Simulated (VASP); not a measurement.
The system is SnTe.

```
CELL_PARAMETERS angstrom
0.00000 3.20534 3.20534
3.20534 0.00000 3.20534
3.20534 3.20534 0.00000
ATOMIC_POSITIONS crystal
Sn 0.00000 0.00000 0.00000
Te 0.50000 0.50000 0.50000
```

- Program: VASP 6.6.1
- Task: relaxation of cell and atoms
- Functional: LDA
- Potentials or basis: VASP PAW LDA potentials, release 64 (Sn_d, Te)
- Cutoff: 600 eV
- k mesh: 6 × 6 × 6
- Occupations: fermi-dirac, width 0.02 eV
- Spin: no spin polarisation

At the start: pressure -3.4 GPa; volume 32.93 Å³/atom.

Problem. Where does the relaxation end?

Solution. Over 3 steps the energy falls by 30.3 meV/atom and the volume is 30.34 Å³/atom (-7.9 %); space group Fm-3m (No. 225, to 0.1 Å) before and after.

The path:
```csv
step,energy change (eV),largest force (eV/Å),pressure (GPa),volume (Å³)
1,0.0000,0.0000,-3.43,65.86
2,-0.0556,0.0000,1.22,59.37
3,-0.0605,0.0000,0.01,60.68
```

Final structure:
```
Sn Te
1.0
     0.00000    3.11893    3.11893
     3.11893    0.00000    3.11893
     3.11893    3.11893    0.00000
Sn Te
1 1
Cartesian
  0.0000 0.0000 0.0000
  3.1189 3.1189 3.1189
```
